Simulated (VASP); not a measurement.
Runs of VASP 6.6.1 on KI. The structure is that of space group Fm-3m (No. 225), or close to it. The cells are those of the table. 

```csv
cell,gap on the mesh (eV),pressure (GPa)
"a = 5.072, b = 5.072, c = 4.984 Å, angles 60.6, 60.6, 58.9°, 2 atoms",(c),0.3
"a = 5.060, b = 5.060, c = 4.984 Å, angles 60.5, 60.5, 59.0°, 2 atoms",3.91,0.4
"a = 5.085, b = 5.085, c = 4.984 Å, angles 60.7, 60.7, 58.7°, 2 atoms",(a),0.3
"a = 5.009, b = 5.009, c = 4.984 Å, angles 60.2, 60.2, 59.7°, 2 atoms",(d),(b)
"a = 5.035, b = 5.035, c = 4.984 Å, angles 60.3, 60.3, 59.3°, 2 atoms",3.93,0.5
"a = 4.935, b = 4.935, c = 4.984 Å, angles 59.7, 59.7, 60.7°, 2 atoms",4.02,1.0
"a = 4.960, b = 4.960, c = 4.984 Å, angles 59.8, 59.8, 60.3°, 2 atoms",4.00,0.9
```

Alike in all rows: task single point; level PBE; potentials or basis VASP PAW PBE potentials, release 64 (K_sv, I); no spin polarisation; k mesh 6 × 6 × 6; cutoff (eV) 520; smearing gaussian 0.05 eV.

Question: Estimate the missing entries.

Answer: (a) 3.89; (b) 0.6; (c) 3.90; (d) 3.96.

Caveats: spin-orbit coupling is left out, which moves the levels of the heavy elements.

A k mesh can miss the band edges, and the runs leave out spin-orbit coupling on I.
